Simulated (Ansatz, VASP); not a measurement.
## CsRb2: VASP beside Ansatz

```xyz
6
Lattice="0.0000 6.5211 6.5211 6.5211 0.0000 6.5211 6.5211 6.5211 0.0000" Properties=species:S:1:pos:R:3 pbc="T T T"
Cs    0.0000    0.0000    0.0000
Cs    3.2606    3.2606    3.2606
Rb    8.1514    8.1514    8.1514
Rb    8.1514    4.8909    4.8909
Rb    4.8909    4.8909    8.1514
Rb    4.8909    8.1514    4.8909
```

Alike in both runs: functional PBE; k mesh 4 × 4 × 4; occupations gaussian, width 0.1 eV; no spin polarisation.

Ansatz relaxed the structure, and its values are those at the end. VASP's run is a single point on that final structure, the one shown.

|  | VASP | Ansatz |
| --- | --- | --- |
| version | VASP 6.6.1 | Ansatz 0.2.0 |
| potentials or method | VASP PAW PBE potentials, release 64 (Cs_sv, Rb_sv), cutoff 520 eV | scalar-relativistic, plane waves, PAW |
| valence electrons in the cell | 54 | 54 |

|  | VASP | Ansatz | Ansatz less VASP |
| --- | --- | --- | --- |
| gap on the k mesh at the Fermi level (eV) | none | none | - |
| pressure (GPa) | 0.3 | 0.3 | 0.00 |

A gap of «none» marks a metal or a gap that the smearing closes. The functional is the same, so the differences come from potentials, cutoffs and numerics.

Neither program's run includes spin-orbit coupling.
